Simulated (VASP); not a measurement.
Input of a VASP 6.6.1 run:

The input INCAR:

```
  ALGO = Normal
  EDIFF = 1E-6
  ENCUT = 520
  GGA = PE
  ISIF = 2
  ISMEAR = -1
  LASPH = True
  LCHARG = True
  LELF = True
  LREAL = False
  LVHAR = True
  LWAVE = False
  NBANDS = 15
  NELM = 100
  PREC = Accurate
  SIGMA = 0.08
```

File KPOINTS:

```
k-points
0
Gamma
  7 7 6
```

Contents of POSCAR:

```
HfB2
1.0
    3.1400000000      0.0000000000      0.0000000000
   -1.5700000000      2.7193197679      0.0000000000
    0.0000000000      0.0000000000      3.4800000000
Hf B
1 2
Direct
    0.0008645006      0.0006895107      0.0007442529
    0.3297457089      0.6637869593      0.4875410920
    0.6559791018      0.3248257194      0.5001712644
```

Potentials or basis: VASP PAW PBE potentials, release 64 (Hf_pv, B).

Launch:

```sh
$ cat potpaw_PBE.64/Hf_pv/POTCAR potpaw_PBE.64/B/POTCAR > POTCAR
$ mpirun -np 1 vasp_std > vasp.out
```

(1) Estimate the largest force.

(2) Estimate the band gap on the k mesh.

(3) What does it give for the pressure?

Answers

(1) 0.483 eV/Å.

(2) zero (bands 8 and 9 overlap by 0.97 eV).

(3) 1.2 GPa.

Caveat: spin-orbit coupling is left out, which moves the levels of the heavy elements.
